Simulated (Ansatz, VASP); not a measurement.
This is a calculation of Au for VASP 6.6.1.

Contents of INCAR:

```
PREC = Accurate ; ENCUT = 520
EDIFF = 1E-6 ; ISMEAR = -1
SIGMA = 0.05 ; LREAL = F
LASPH = T ; NELM = 60
ALGO = Fast ; ISIF = 2
LWAVE = F ; LCHARG = F
GGA = PS ; NBANDS = 18
```

File KPOINTS:

```
Automatic mesh
0
Gamma
  10 10 6
```

POSCAR

```
Au
1.0
    2.8341352242      0.0000000000      0.0000000000
   -0.0130411464      2.8388568190      0.0000000000
   -1.1454275711     -1.1932615928      4.9566243481
Au
2
Direct
    0.6728620000      0.6659620000      0.2740550000
    0.3271380000      0.3340380000      0.7259450000
```

Potentials or basis: VASP PAW PBE potentials, release 64 (Au).

The run is started by

```console
$ cat potpaw_PBE.64/Au/POTCAR > POTCAR
$ mpirun -np 1 vasp_std > vasp.out
```

Q: Translate it to Ansatz 0.2.0. Potentials there: all-electron LAPW, scalar-relativistic.

A: As run (the cutoff follows the program's own potentials):

File input.yaml:

```yaml
crystal:
  lattice:
    - [2.8341352242, 0.0, 0.0]
    - [-0.0130411464, 2.838856819, 0.0]
    - [-1.1454275711, -1.1932615928, 4.9566243481]
  atoms:
    - { symbol: Au, position: [0.672862, 0.665962, 0.274055] }
    - { symbol: Au, position: [0.327138, 0.334038, 0.725945] }
kpoints:
  mp_grid: { grid: [10, 10, 6] }
scf:
  occupations: { method: fermi_dirac, width: 0.05 }
hamiltonian:
  xc: pbesol
  pseudopotentials: { kind: all_electron, lapw: { basis_error: 0.0005 } }
output:
  forces: true
  stress: true
  eigenvalues: true
```

Potentials or basis: all-electron LAPW, scalar-relativistic.

Launch:

```console
$ ansatz run input.yaml --threads 1 --pin off --max-ram 3072MiB --backend cpu --events-out ev --progress --plain --runs-dir out
```

Both were run:

|  | VASP | Ansatz | Ansatz less VASP |
| --- | --- | --- | --- |
| gap on the k mesh at the Fermi level (eV) | none | none | - |
| pressure (GPa) | -10.0 | -9.9 | +0.12 |
| traceless stress, the component that is largest in VASP (GPa) | 1.25 | 1.27 | +0.019 |
| rms of the force components (eV/Å) | 0.085 | 0.084 | -0.0012 |

VASP's potentials were made for PBE, not for PBEsol. Atom by atom the forces differ by 0.001 eV/Å (rms over components). A gap of «none» marks a metal or a gap that the smearing closes. Ansatz ran all-electron here, and VASP with PAW potentials.

Spin-orbit coupling is off throughout.
